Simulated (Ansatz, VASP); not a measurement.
**TiCo3: VASP beside Ansatz**

```
CELL_PARAMETERS angstrom
3.41920 0.00000 0.00000
0.00000 3.41920 0.00000
0.00000 0.00000 3.41920
ATOMIC_POSITIONS crystal
Ti 0.00000 0.00000 0.00000
Co 0.00000 0.50000 0.50000
Co 0.50000 0.00000 0.50000
Co 0.50000 0.50000 0.00000
```

Alike in both runs: task single point; functional PBEsol; k mesh 12 × 12 × 12; occupations gaussian, width 0.1 eV; collinear spin.

|  | VASP | Ansatz |
| --- | --- | --- |
| version | VASP 6.6.1 | Ansatz 0.2.0 |
| potentials or method | VASP PAW PBE potentials, release 64 (Ti_sv, Co), cutoff 520 eV | scalar-relativistic, plane waves, PAW |
| valence electrons in the cell | 39 | 63 |

Ansatz gave:

```
gap on the k mesh at the Fermi level (eV) : none
pressure (GPa)                            : 27.5
net moment per atom (μB)                  : 0.00
```

**Question.** Estimate VASP's values.

**Answer.** gap on the k mesh at the Fermi level (eV): none; pressure (GPa): 26.3; net moment per atom (μB): 0.00.

VASP's potentials were made for PBE, not for PBEsol. A gap of «none» marks a metal or a gap that the smearing closes. With one functional, cell and mesh, what is left measures potentials, basis and numerics. VASP's potentials hold 39 valence electrons a cell and Ansatz's 63, so a difference there can come from the potentials and not from the codes. Ansatz's warnings: seeded moment not kept.
